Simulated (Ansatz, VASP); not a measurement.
# Two plane-wave programs on V

Contents of INCAR:

```
PREC = Accurate
ENCUT = 520
EDIFF = 1E-8
ISMEAR = -1
SIGMA = 0.05
LREAL = False
LASPH = True
NELM = 150
ALGO = Normal
ISIF = 2
LWAVE = False
LCHARG = False
ISPIN = 2
MAGMOM = 1.5
LORBIT = 11
LMAXMIX = 4
GGA = PE
LEFG = True
NBANDS = 16
```

Contents of KPOINTS:

```
regular mesh
0
Gamma
  19 19 19
```

POSCAR

```
V
1.0
    0.0000000000      1.9240600490      1.9240600490
    1.9240600490      0.0000000000      1.9240600490
    1.9240600490      1.9240600490      0.0000000000
V
1
Direct
    0.0000000000      0.0000000000      0.0000000000
```

Input for Ansatz:

```yaml
crystal:
  lattice:
    - [0.0, 1.924060049, 1.924060049]
    - [1.924060049, 0.0, 1.924060049]
    - [1.924060049, 1.924060049, 0.0]
  atoms:
    - { symbol: V, position: [0.0, 0.0, 0.0], spin: 1.5 }
magnetization:
  spin_polarized: true
kpoints:
  mp_grid: { grid: [19, 19, 19] }
scf:
  occupations: { method: fermi_dirac, width: 0.05 }
hamiltonian:
  xc: pbe
  pseudopotentials: { kind: paw }
output:
  forces: true
  stress: true
  eigenvalues: true
  efg: { contact_densities: true }
```

Change from the starting cell: volume scaled by 1.025, PAW files.

Alike in both runs: task electric field gradients; functional PBE; k mesh 19 × 19 × 19; occupations fermi-dirac, width 0.05 eV; collinear spin.

|  | VASP | Ansatz |
| --- | --- | --- |
| version | VASP 6.6.1 | Ansatz 0.2.0 |
| potentials or method | VASP PAW PBE potentials, release 64 (V_sv) | PAW with Ansatz's default frozen-core files, scalar-relativistic |
| plane-wave cutoff (eV) | 520 | 420 |
| valence electrons in the cell | 13 | 13 |

```tsv
	VASP	Ansatz	Ansatz less VASP
pressure (GPa)	-3.9	-4.1	-0.20
net moment per atom (μB)	0.00	0.00	0.000
```

The functional is the same, so the differences come from potentials, cutoffs and numerics. Ansatz's warnings: seeded moment not kept.
